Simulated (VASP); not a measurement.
# Zr2HS4 in VASP: notebook, part 2 of 2

VASP 6.6.1. The steps go on from the part before.

## Step 3: Single point, PBE+D3(BJ)

Input file INCAR:

```
PREC = Accurate
ENCUT = 400
EDIFF = 1E-6
ISMEAR = 0
SIGMA = 0.05
LREAL = False
LASPH = True
NELM = 120
ALGO = Normal
ISIF = 2
LWAVE = False
LCHARG = False
LDIPOL = True
IDIPOL = 3
DIPOL = 0.5 0.5 0.276
GGA = PE
IVDW = 12
NBANDS = 62
GGA_COMPAT = False
NELMDL = -8
```

Input file KPOINTS:

```
Automatic mesh
0
Gamma
  6 6 1
```

Input file POSCAR:

```
Zr2HS4
1.0
    7.2976778227      0.0000000000      0.0000000000
   -3.6488389114      6.3199743831      0.0000000000
    0.0000000000      0.0000000000     20.9171506047
S Zr H
8 4 2
Direct
    0.3333333333      0.1666666667      0.1912306354
    0.3333333333      0.6666666667      0.1912306354
    0.8333333333      0.1666666667      0.1912306354
    0.8333333333      0.6666666667      0.1912306354
    0.1666666667      0.3333333333      0.3306927762
    0.1666666667      0.8333333333      0.3306927762
    0.6666666667      0.3333333333      0.3306927762
    0.6666666667      0.8333333333      0.3306927762
    0.0000000000      0.0000000000      0.2609617058
    0.0000000000      0.5000000000      0.2609617058
    0.5000000000      0.0000000000      0.2609617058
    0.5000000000      0.5000000000      0.2609617058
    0.3282564982      0.6565129964      0.3675046736
    0.5050768351      1.0101536703      0.3675046736
```

Potentials or basis: VASP PAW PBE potentials, release 64 (S, Zr_sv, H).

Launch:

```console
> cat potpaw_PBE.64/S/POTCAR potpaw_PBE.64/Zr_sv/POTCAR potpaw_PBE.64/H/POTCAR > POTCAR
> mpirun -np 1 vasp_std > vasp.out
```

OUTCAR:

```text
PREC = Accurate
   ENCUT = 400
   EDIFF = 1E-6
   ISMEAR = 0
   LREAL = False
   LASPH = True
   NELM = 120
   ISIF = 2
   GGA = PE
   IVDW = 12
   NELMDL = -8
 IVDW          = 12

 ion  position               nearest neighbor table
   1  0.333  0.167  0.191-   9 2.56  12 2.56  11 2.56
   2  0.333  0.667  0.191-  10 2.56  11 2.56  12 2.56
   3  0.833  0.167  0.191-  11 2.56  10 2.56   9 2.56
   4  0.833  0.667  0.191-  12 2.56   9 2.56  10 2.56
   5  0.167  0.333  0.331-  12 2.56   9 2.56  10 2.56
   6  0.167  0.833  0.331-  11 2.56  10 2.56   9 2.56
   7  0.667  0.333  0.331-  10 2.56  11 2.56  12 2.56
   8  0.667  0.833  0.331-   9 2.56  12 2.56  11 2.56
   9  0.000  0.000  0.261-   1 2.56   8 2.56   5 2.56   4 2.56   6 2.56   3 2.56  12 3.65  12 3.65
                            11 3.65  11 3.65  10 3.65  10 3.65
  10  0.000  0.500  0.261-   2 2.56   7 2.56   6 2.56   3 2.56   4 2.56   5 2.56  11 3.65  11 3.65
                            12 3.65  12 3.65   9 3.65   9 3.65
  11  0.500  0.000  0.261-  14 2.23   6 2.56   3 2.56   7 2.56   2 2.56   8 2.56   1 2.56  10 3.65
                            10 3.65   9 3.65   9 3.65  12 3.65  12 3.65
  12  0.500  0.500  0.261-   4 2.56   5 2.56   1 2.56   8 2.56   7 2.56   2 2.56   9 3.65   9 3.65
                            10 3.65  10 3.65  11 3.65  11 3.65
  13  0.328  0.657  0.368-
  14  0.505  0.010  0.368-  11 2.23

  LATTYP: Found a hexagonal cell.
 ALAT       =     7.2976778227
 C/A-ratio  =     2.8662748771

  Lattice vectors:

 A1 = (   7.2976778227,   0.0000000000,   0.0000000000)
 A2 = (  -3.6488389114,   6.3199743831,   0.0000000000)
 A3 = (   0.0000000000,   0.0000000000,  20.9171506047)

Analysis of symmetry for initial positions (statically):
=====================================================================
 Subroutine PRICEL returns:
 Original cell was already a primitive cell.

 Routine SETGRP: Setting up the symmetry group for a
 hexagonal supercell.

 Subroutine GETGRP returns: Found  2 space group operations
[... 173 lines left out ...]
  ext. energy  EPLUGINS =         0.00000000
  ---------------------------------------------------
  free energy    TOTEN  =       -87.96972255 eV

  energy without entropy =      -87.95717177  energy(sigma->0) =      -87.96344716

 E-fermi :  -2.1051     XC(G=0):  -3.2269

 val. band max:       -2.1270928023   @ k =  -0.1667   0.5000   0.0000
 cond. band min:      -2.1040221710   @ k =   0.0000   0.5000   0.0000
 fundamental gap:      0.0230706313
 Fermi energy:        -2.1050562814

 k-point     1 :       0.0000    0.0000    0.0000
  band No.  band energies     occupation
      1     -51.9441      2.00000
      2     -51.8921      2.00000
      3     -51.8827      2.00000
      4     -51.6368      2.00000
      5     -30.1051      2.00000
      6     -30.1015      2.00000
[... 821 lines left out ...]
     60       0.4279      0.00000
     61       0.4516      0.00000
 [bands above 61 left out]

------------------------ aborting loop because EDIFF is reached ----------------------------------------

 vacuum level on the upper side and lower side of the slab       (xc-potential included)        -0.309         0.115

 Edisp (eV)   -3.16727

 E8    (eV) :    -1.4057

  FORCE on cell =-STRESS in cart. coord.  units (eV):
  Direction    XX          YY          ZZ          XY          YZ          ZX
  --------------------------------------------------------------------------------------
  -------------------------------------------------------------------------------------
  Total      -1.45432     0.90847    -0.86639    -0.00000    -0.37692     0.00000
  in kB      -2.41529     1.50876    -1.43887    -0.00000    -0.62598     0.00000
  external pressure =       -0.78 kB  Pullay stress =        0.00 kB

 VOLUME and BASIS-vectors are now :
 -----------------------------------------------------------------------------
  energy-cutoff  :      400.00
  volume of cell :      964.72
      direct lattice vectors                 reciprocal lattice vectors
     7.297677823  0.000000000  0.000000000     0.137029891  0.079114245  0.000000000
    -3.648838911  6.319974383  0.000000000     0.000000000  0.158228489  0.000000000
     0.000000000  0.000000000 20.917150605     0.000000000  0.000000000  0.047807659

 POSITION                                       TOTAL-FORCE (eV/Angst)
 -----------------------------------------------------------------------------------
      1.82442      1.05333      4.00000        -0.165941      0.065218      0.024644
     -0.00000      4.21332      4.00000         0.000000     -0.052432     -0.012643
      5.47326      1.05333      4.00000         0.165941      0.065218      0.024644
      3.64884      4.21332      4.00000        -0.000000      0.130294     -0.022980
      0.00000      2.10666      6.91715        -0.000000      0.383930      0.893596
     -1.82442      5.26665      6.91715         0.160191     -0.454402      0.909960
      3.64884      2.10666      6.91715        -0.000000      0.510518      0.307116
      1.82442      5.26665      6.91715        -0.160191     -0.454402      0.909960
      0.00000      0.00000      5.45858         0.000000     -0.078237     -0.586238
     -1.82442      3.15999      5.45858        -0.321861     -0.222124     -0.474434
      3.64884      0.00000      5.45858        -0.000000      0.352048      0.734174
      1.82442      3.15999      5.45858         0.321861     -0.222124     -0.474434
     -0.00000      4.14915      7.68715         0.000000     -0.313066     -0.657521
      3.64884      0.06417      7.68715        -0.000000      0.289559     -1.575844
 -----------------------------------------------------------------------------------
    total drift:                                0.000000     -0.000002      0.000679

  FREE ENERGIE OF THE ION-ELECTRON SYSTEM (eV)
  ---------------------------------------------------
  free  energy   TOTEN  =       -91.1369924718 eV

  energy  without entropy=      -91.1244416934  energy(sigma->0) =      -91.13071708

 vacuum level on the upper side and lower side of the slab         2.814         3.250
```

Wall time 22 min (1 thread of Intel Xeon Platinum 8259CL at 2.50GHz (Skylake/Cascade Lake), shared host); peak memory 0.91 GiB.

What came out:

- Free energy: -91.1370 eV
- Largest force: 1.602 eV/Å
- Band gap on the k mesh: 0.02 eV (least direct gap 0.06 eV)
- Dispersion energy per atom: -0.226 eV

Forces on the atoms (eV/Å):
```
S   -0.166  0.065  0.025
S    0.000 -0.052 -0.013
S    0.166  0.065  0.025
S    0.000  0.130 -0.023
S    0.000  0.384  0.894
S    0.160 -0.454  0.910
S    0.000  0.511  0.307
S   -0.160 -0.454  0.910
Zr   0.000 -0.078 -0.586
Zr  -0.322 -0.222 -0.474
Zr   0.000  0.352  0.734
Zr   0.322 -0.222 -0.474
H    0.000 -0.313 -0.658
H    0.000  0.290 -1.576
```

## Step 4: Single point, PBE+D3(BJ)

Input file INCAR:

```
PREC     = Accurate       # precision mode
ENCUT    = 400            # plane-wave cutoff, eV
EDIFF    = 1E-6           # SCF threshold, eV
ISMEAR   = 0              # smearing method
SIGMA    = 0.05           # smearing width, eV
LREAL    = F              # projectors in reciprocal space
LASPH    = T              # aspherical terms in the spheres
NELM     = 120            # most SCF steps
ALGO     = Normal         # electronic algorithm
ISIF     = 2              # what is computed and relaxed
LWAVE    = F              # write WAVECAR
LCHARG   = T              # write CHGCAR
LDIPOL   = T            
IDIPOL   = 3            
DIPOL    = 0.5 0.5 0.274
GGA      = PE             # functional
IVDW     = 12             # dispersion correction
LELF     = T              # ELF
LVHAR    = T            
LVACPOTAV= T            
NBANDS   = 62             # bands
GGA_COMPAT= F            
NELMDL   = -8
```

KPOINTS is that of step 3.

Changes to POSCAR since step 3:

```diff
@@ -20,3 +20,3 @@
     0.5000000000      0.5000000000      0.2609617058
-    0.3282564982      0.6565129964      0.3675046736
-    0.5050768351      1.0101536703      0.3675046736
+    0.3869988249      0.7739976498      0.3522062227
+    0.4463345084      0.8926690169      0.3522062227
```

Launch:

```console
> cat potpaw_PBE.64/S/POTCAR potpaw_PBE.64/Zr_sv/POTCAR potpaw_PBE.64/H/POTCAR > POTCAR
> mpirun -np 1 vasp_std > vasp.out
```

Run time: 14 min. Hardware: 1 thread of Intel Xeon Platinum 8559C (Emerald Rapids), shared host; peak memory 0.87 GiB.

Results (log left out):

```yaml
Free_energy: -92.1571 eV
Largest_force: 3.502 eV/Å
Band_gap_on_the_k_mesh: 0.33 eV (least direct gap 0.69 eV)
Dispersion_energy_per_atom: -0.224 eV
```

Forces in eV/Å, atoms in the order of the input:
```
S    0.116 -0.071  0.037
S    0.000  0.024 -0.056
S   -0.116 -0.071  0.037
S    0.000 -0.050 -0.100
S    0.000  0.012  0.318
S   -3.397 -0.653 -0.546
S    0.000 -0.084  0.159
S    3.397 -0.653 -0.546
Zr   0.000 -0.053 -0.281
Zr  -0.211  0.281 -0.195
Zr   0.000  0.298 -0.670
Zr   0.211  0.281 -0.195
H    0.000 -0.903  0.514
H    0.000  1.643  1.524
```

Levels at points of the mesh, in eV from the valence-band top:
| k point | band 45 | band 46 | band 47 | band 48 | band 49 | band 50 | band 51 | band 52 | band 53 | band 54 |
| --- | --- | --- | --- | --- | --- | --- | --- | --- | --- | --- |
| (0.00, 0.00, 0.00) | -1.69 | -1.65 | -0.83 | -0.78 | -0.55 | 0.33 | 0.39 | 0.71 | 1.01 | 1.30 |
| (0.50, 0.00, 0.00) | -1.69 | -1.58 | -1.29 | -1.27 | 0.00 | 0.76 | 0.85 | 1.45 | 1.62 | 1.92 |
| (0.00, 0.50, 0.00) | -1.78 | -1.53 | -1.37 | -1.23 | -0.46 | 0.82 | 1.05 | 1.44 | 1.60 | 2.04 |

## Step 5: Single point, PBE+D3(BJ)

Input file INCAR:

```
ALGO = Normal
DIPOL = 0.5 0.5 0.278
EDIFF = 1E-6
ENCUT = 400
GGA = PE
GGA_COMPAT = False
IDIPOL = 3
ISIF = 2
ISMEAR = 0
IVDW = 12
LASPH = True
LCHARG = False
LDIPOL = True
LREAL = False
LWAVE = False
NBANDS = 62
NELM = 120
NELMDL = -8
PREC = Accurate
SIGMA = 0.05
```

Input file KPOINTS:

```
k-points
0
Gamma
  6 6 1
```

Changes to POSCAR since step 4:

```diff
@@ -20,3 +20,3 @@
     0.5000000000      0.5000000000      0.2609617058
-    0.3869988249      0.7739976498      0.3522062227
-    0.4463345084      0.8926690169      0.3522062227
+    0.3803136712      0.7606273424      0.3828031244
+    0.4530196621      0.9060393242      0.3828031244
```

Launch:

```console
> cat potpaw_PBE.64/S/POTCAR potpaw_PBE.64/Zr_sv/POTCAR potpaw_PBE.64/H/POTCAR > POTCAR
> mpirun -np 1 vasp_std > vasp.out
```

It took 18 min on 1 thread of Intel Xeon Platinum 8488C (Sapphire Rapids), shared host; peak memory 0.89 GiB.

Results (log left out):

* Free energy: -93.6726 eV
* Largest force: 3.215 eV/Å
* Band gap on the k mesh: 0.89 eV (least direct gap 0.97 eV)
* Dispersion energy per atom: -0.225 eV

Forces in eV/Å, atoms in the order of the input:
```
S    0.075 -0.063  0.035
S    0.000  0.004  0.031
S   -0.075 -0.063  0.035
S    0.000 -0.092 -0.107
S    0.000  0.082  0.182
S   -1.344 -0.117 -0.915
S    0.000 -0.054  0.149
S    1.344 -0.117 -0.915
Zr   0.000 -0.090 -0.081
Zr  -0.063  0.281 -0.092
Zr   0.000  0.244 -0.866
Zr   0.063  0.281 -0.092
H    0.000  2.610  1.255
H    0.000 -2.905  1.378
```

Levels at points of the mesh, in eV from the valence-band top:
```
           k point  band 47  band 48  band 49  band 50  band 51  band 52
(0.00, 0.00, 0.00)    -0.22    -0.20    -0.07     0.89     0.92     1.06
(0.50, 0.00, 0.00)    -0.77    -0.71    -0.31     1.29     1.39     2.04
(0.00, 0.50, 0.00)    -0.99    -0.68     0.00     1.24     1.33     2.09
```

## Step 6: Single point, PBE+D3(BJ)

Input file INCAR:

```
PREC = Accurate
ENCUT = 400
EDIFF = 1E-6
ISMEAR = 0
SIGMA = 0.05
LREAL = F
LASPH = T
NELM = 120
ALGO = Normal
ISIF = 2
LWAVE = F
LCHARG = F
LDIPOL = T
IDIPOL = 3
DIPOL = 0.5 0.5 0.296
GGA = PE
IVDW = 12
NBANDS = 62
GGA_COMPAT = F
NELMDL = -8
```

Input file KPOINTS:

```
regular mesh
0
Gamma
  6 6 1
```

Changes to POSCAR since step 5:

```diff
@@ -20,3 +20,3 @@
     0.5000000000      0.5000000000      0.2609617058
-    0.3803136712      0.7606273424      0.3828031244
-    0.4530196621      0.9060393242      0.3828031244
+    0.3909545371      0.7819090743      0.5028003481
+    0.4423787962      0.8847575924      0.5028003481
```

Potentials or basis: VASP PAW PBE potentials, release 64 (S, Zr_sv, H).

Launch:

```console
> cat potpaw_PBE.64/S/POTCAR potpaw_PBE.64/Zr_sv/POTCAR potpaw_PBE.64/H/POTCAR > POTCAR
> mpirun -np 1 vasp_std > vasp.out
```

It took 11 min on 1 thread of AMD EPYC 9R45 (Zen 5), shared host; peak memory 0.86 GiB.

The run converged. Its results:

```
Free energy                : -95.2408 eV
Largest force              : 4.875 eV/Å
Band gap on the k mesh     : 1.10 eV
Dispersion energy per atom : -0.213 eV
```

Forces on the atoms (eV/Å):
```
S    0.000  0.001 -0.010
S    0.000 -0.001 -0.009
S    0.000  0.001 -0.010
S    0.000 -0.001 -0.009
S    0.000  0.001  0.015
S    0.002  0.000  0.014
S    0.000 -0.001  0.015
S   -0.002  0.000  0.014
Zr   0.000 -0.004  0.003
Zr   0.000  0.004  0.000
Zr   0.000 -0.005  0.005
Zr   0.000  0.004  0.000
H    0.000 -4.875 -0.015
H    0.000  4.875 -0.015
```

Levels at points of the mesh, in eV from the valence-band top:
```csv
k point,band 45,band 46,band 47,band 48,band 49,band 50,band 51,band 52,band 53,band 54
"(0.00, 0.00, 0.00)",-0.92,-0.92,-0.88,0.00,0.00,1.10,1.10,1.10,1.69,1.69
"(0.50, 0.00, 0.00)",-1.12,-0.85,-0.85,-0.50,-0.49,1.48,1.48,2.28,2.28,2.75
"(0.00, 0.50, 0.00)",-1.12,-0.85,-0.85,-0.50,-0.49,1.48,1.48,2.28,2.28,2.76
```

## Step 7: Overview

```tsv
cell	gap on the mesh (eV)	largest force (eV/Å)
as given, atomic positions A	1.10	3.39
as given, atomic positions B	0.02	1.60
as given, atomic positions C	0.33	3.50
as given, atomic positions D	0.89	3.22
as given, atomic positions E	1.10	4.87
```

Alike in all rows: task single point; level PBE+D3(BJ); potentials or basis VASP PAW PBE potentials, release 64 (S, Zr_sv, H); no spin polarisation; k mesh 6 × 6 × 1; cutoff (eV) 400; smearing gaussian 0.05 eV.

Total energies depend on the potentials used, so only differences within one code and one set of settings carry meaning.
